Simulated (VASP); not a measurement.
A run of VASP 6.6.1 is set up as follows.

File INCAR:

```
PREC = Accurate
ENCUT = 520
EDIFF = 1E-7
ISMEAR = 0
SIGMA = 0.01
LREAL = F
LASPH = T
NELM = 80
ALGO = Normal
ISIF = 2
LWAVE = F
LCHARG = T
GGA = PS
LELF = T
LVHAR = T
NBANDS = 28
```

KPOINTS

```
Automatic mesh
0
Gamma
  6 6 6
```

Contents of POSCAR:

```
BaTiO3
1.0
    3.9998000000      0.0000000000      0.0000000000
    0.0000000000      3.9998000000      0.0000000000
    0.0000000000      0.0000000000      4.0180000000
Ba Ti O
1 1 3
Direct
    0.0000000000      0.0000000000      0.0000000000
    0.5000000000      0.5000000000      0.4900000000
    0.5000000000      0.5000000000      0.0190000000
    0.5000000000      0.0000000000      0.5170000000
    0.0000000000      0.5000000000      0.5170000000
```

Potentials or basis: VASP PAW PBE potentials, release 64 (Ba_sv, Ti_sv, O).

Run with:

```console
$ cat potpaw_PBE.64/Ba_sv/POTCAR potpaw_PBE.64/Ti_sv/POTCAR potpaw_PBE.64/O/POTCAR > POTCAR
$ mpirun -np 1 vasp_std > vasp.out
```

Predict the pressure.

-2.0 GPa.

Predict the band gap on the k mesh.

1.72 eV, indirect (least direct gap 2.02 eV).

Estimate the largest force.

0.324 eV/Å.

Forces on the atoms (eV/Å):
```
Ba   0.000  0.000  0.056
Ti   0.000  0.000 -0.145
O    0.000  0.000  0.324
O    0.000  0.000 -0.117
O    0.000  0.000 -0.117
```

Caveat: the PAW data sets were made with another functional, which shifts forces and pressure a little; spin-orbit coupling is left out, which moves the levels of the heavy elements. A k mesh can miss the band edges.
